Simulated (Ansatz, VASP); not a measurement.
**Two plane-wave programs on Pd**

```xyz
1
Lattice="0.0000 1.9053 1.9053 1.9053 0.0000 1.9053 1.9053 1.9053 0.0000" Properties=species:S:1:pos:R:3 pbc="T T T"
Pd    0.0000    0.0000    0.0000
```

Alike in both runs: task single point; functional PBEsol; k mesh 19 × 19 × 19; occupations fermi-dirac, width 0.05 eV; no spin polarisation; Hubbard terms Pd d U = 6.0 eV.

|  | VASP | Ansatz |
| --- | --- | --- |
| version | VASP 6.6.1 | Ansatz 0.2.0 |
| potentials or method | VASP PAW PBE potentials, release 64 (Pd_sv_GW) | PAW with Ansatz's default frozen-core files, scalar-relativistic |
| plane-wave cutoff (eV) | 540 | 420 |
| valence electrons in the cell | 18 | 18 |

Ansatz gave:

- gap on the k mesh at the Fermi level (eV): none
- pressure (GPa): 15.4

Estimate VASP's values.

gap on the k mesh at the Fermi level (eV): none; pressure (GPa): 7.2.

VASP's potentials were made for PBE, not for PBEsol. The programs project onto different local orbitals, so the same U acts differently, and such runs can settle in different states. A gap of «none» marks a metal or a gap that the smearing closes. Ansatz's warnings: filled band counts differ across k points.
